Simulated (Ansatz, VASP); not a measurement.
# Two plane-wave programs on SbSe2

Contents of INCAR:

```
PREC = Accurate ; ENCUT = 600
EDIFF = 1E-6 ; ISMEAR = 0
SIGMA = 0.1 ; LREAL = False
LASPH = True ; NELM = 60
ALGO = Normal ; ISIF = 3
LWAVE = False ; LCHARG = False
GGA = PE ; IBRION = 2
NSW = 100 ; EDIFFG = -0.01
```

Contents of KPOINTS:

```
Automatic mesh
0
Gamma
  8 8 8
```

Contents of POSCAR:

```
SbSe2
1.0
    0.0000000000      4.1394541900      4.1394541900
    4.1394541900      0.0000000000      4.1394541900
    4.1394541900      4.1394541900      0.0000000000
Sb Se
2 4
Direct
    0.5000000000      0.5000000000      0.5000000000
    0.7500000000      0.7500000000      0.7500000000
    0.1250000000      0.1250000000      0.1250000000
    0.6250000000      0.1250000000      0.1250000000
    0.1250000000      0.1250000000      0.6250000000
    0.1250000000      0.6250000000      0.1250000000
```

Input for Ansatz:

```yaml
crystal:
  lattice:
    - [0.0, 4.13945419, 4.13945419]
    - [4.13945419, 0.0, 4.13945419]
    - [4.13945419, 4.13945419, 0.0]
  atoms:
    - { symbol: Sb, position: [0.5, 0.5, 0.5] }
    - { symbol: Sb, position: [0.75, 0.75, 0.75] }
    - { symbol: Se, position: [0.125, 0.125, 0.125] }
    - { symbol: Se, position: [0.625, 0.125, 0.125] }
    - { symbol: Se, position: [0.125, 0.125, 0.625] }
    - { symbol: Se, position: [0.125, 0.625, 0.125] }
basis:
  ecutwfc: 420
kpoints:
  mp_grid: { grid: [8, 8, 8] }
hamiltonian:
  xc: pbe
scf:
  occupations: { method: gaussian, width: 0.1 }
output:
  forces: true
  stress: true
  eigenvalues: true
relax:
  adjacent_minimum: "off"
  f_tol: 0.01
  max_steps: 80
  cell: { stress_tol: 0.05 }
```

Change from the starting cell: species swapped into the GdS2 type (Fd-3m, No. 227).

Alike in both runs: task relaxation of cell and atoms; functional PBE; k mesh 8 × 8 × 8; occupations gaussian, width 0.1 eV; no spin polarisation.

```csv
,VASP,Ansatz
version,VASP 6.6.1,Ansatz 0.2.0
potentials or method,"VASP PAW PBE potentials, release 64 (Sb, Se), cutoff 600 eV","scalar-relativistic, plane waves, PAW"
valence electrons in the cell,34,94
```

|  | VASP | Ansatz | Ansatz less VASP |
| --- | --- | --- | --- |
| gap on the k mesh at the Fermi level, each at its own relaxed structure (eV) | none | none | - |
| relaxed volume (Å³/atom) | 23.18 | 23.22 | +0.042 |
| relaxed cell length with the largest relative difference (Å) | 5.816 | 5.819 | +0.0035 |

A gap of «none» marks a metal or a gap that the smearing closes. VASP's potentials hold 34 valence electrons a cell and Ansatz's 94, so a difference there can come from the potentials and not from the codes.

Spin-orbit coupling is off throughout.
